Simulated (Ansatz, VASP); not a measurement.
Two plane-wave programs on RuBr4

Contents of INCAR:

```
SYSTEM = RuBr4
PREC     = Accurate       ! precision mode
ENCUT    = 600            ! plane-wave cutoff, eV
EDIFF    = 1E-7           ! SCF threshold, eV
ISMEAR   = 0              ! smearing method
SIGMA    = 0.1            ! smearing width, eV
LREAL    = .FALSE.        ! projectors in reciprocal space
LASPH    = .TRUE.         ! aspherical terms in the spheres
NELM     = 150            ! most SCF steps
ALGO     = Normal         ! electronic algorithm
ISIF     = 3              ! what is computed and relaxed
LWAVE    = .FALSE.        ! write WAVECAR
LCHARG   = .FALSE.        ! write CHGCAR
ISPIN    = 2              ! spin polarisation
MAGMOM   = 1 0 0 0 0      ! initial moments
LORBIT   = 11             ! projections on sites
LMAXMIX  = 4              ! l up to which the mixer works
GGA      = PE             ! functional
IBRION   = 2              ! ionic algorithm
NSW      = 90             ! ionic steps
EDIFFG   = -0.04          ! ionic threshold
```

KPOINTS

```
regular mesh
0
G
  4 4 4
  0 0 0
```

The input POSCAR:

```
RuBr4
1.0
    5.4035546200      0.0000000000      0.0000000000
    0.0000000000      5.4035546200      0.0000000000
    0.0000000000      0.0000000000      5.4035546200
Ru Br
1 4
Direct
    0.0000000000      0.0000000000      0.0000000000
    0.0000000000      0.5000000000      0.5000000000
    0.5000000000      0.0000000000      0.5000000000
    0.5000000000      0.5000000000      0.0000000000
    0.5000000000      0.5000000000      0.5000000000
```

Input for Ansatz:

```yaml
crystal:
  lattice:
    - [5.40355462, 0.0, 0.0]
    - [0.0, 5.40355462, 0.0]
    - [0.0, 0.0, 5.40355462]
  atoms:
    - { symbol: Ru, position: [0.0, 0.0, 0.0], spin: 1.0 }
    - { symbol: Br, position: [0.0, 0.5, 0.5] }
    - { symbol: Br, position: [0.5, 0.0, 0.5] }
    - { symbol: Br, position: [0.5, 0.5, 0.0] }
    - { symbol: Br, position: [0.5, 0.5, 0.5] }
basis:
  ecutwfc: 420
kpoints:
  mp_grid: { grid: [4, 4, 4] }
hamiltonian:
  xc: pbe
scf:
  occupations: { method: gaussian, width: 0.1 }
  lower_state_search: "off"
output:
  forces: true
  stress: true
  eigenvalues: true
  populations: true
magnetization:
  spin_polarized: true
relax:
  adjacent_minimum: "off"
  f_tol: 0.04
  max_steps: 70
  cell: { stress_tol: 0.4 }
```

Alike in both runs: task relaxation of cell and atoms; functional PBE; k mesh 4 × 4 × 4; occupations gaussian, width 0.1 eV; collinear spin.

|  | VASP | Ansatz |
| --- | --- | --- |
| version | VASP 6.6.1 | Ansatz 0.2.0 |
| potentials or method | VASP PAW PBE potentials, release 64 (Ru_pv, Br), cutoff 600 eV | scalar-relativistic, plane waves, PAW |
| valence electrons in the cell | 42 | 44 |

|  | VASP | Ansatz | Ansatz less VASP |
| --- | --- | --- | --- |
| gap on the k mesh at the Fermi level, each at its own relaxed structure (eV) | none | none | - |
| net moment per atom (μB) | 0.32 | 0.32 | -0.001 |
| size of the moment on the site where the two differ most (μB) | 2.70 | 2.95 | +0.252 |
| relaxed volume (Å³/atom) | 34.86 | 34.67 | -0.189 |
| relaxed length of the cell vector where the two differ most in proportion (Å) | 5.586 | 5.576 | -0.0101 |

Site moments also hang on the region over which each program counts them. A gap of «none» marks a metal or a gap that the smearing closes. VASP's potentials hold 42 valence electrons a cell and Ansatz's 44, so a difference there can come from the potentials and not from the codes.
